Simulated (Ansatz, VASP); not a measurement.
**Two plane-wave programs on Cr**

```
CELL_PARAMETERS angstrom
2.21966 0.00000 0.00000
0.00000 2.21966 0.00000
0.00000 0.00000 2.21966
ATOMIC_POSITIONS crystal
Cr 0.00000 0.00000 0.00000
```

Alike in both runs: task single point; functional LDA; k mesh 15 × 15 × 15; occupations fermi-dirac, width 0.1 eV; no spin polarisation.

|  | VASP | Ansatz |
| --- | --- | --- |
| version | VASP 6.6.1 | Ansatz 0.2.0 |
| potentials or method | VASP PAW LDA potentials, release 64 (Cr_pv), cutoff 520 eV | plane waves (420 eV) with PAW, scalar-relativistic |
| valence electrons in the cell | 12 | 14 |

Ansatz gave:

| Property | Result |
| --- | --- |
| pressure (GPa) | 22.5 |

Task: Estimate VASP's values.

Result: Pressure (GPa): 23.3.

Ansatz warns that its potentials were made for another functional, while VASP's fit it. LDA's correlation is that of Perdew and Zunger in VASP and of Perdew and Wang (1992) in Ansatz. VASP's potentials hold 12 valence electrons a cell and Ansatz's 14, so a difference there can come from the potentials and not from the codes.
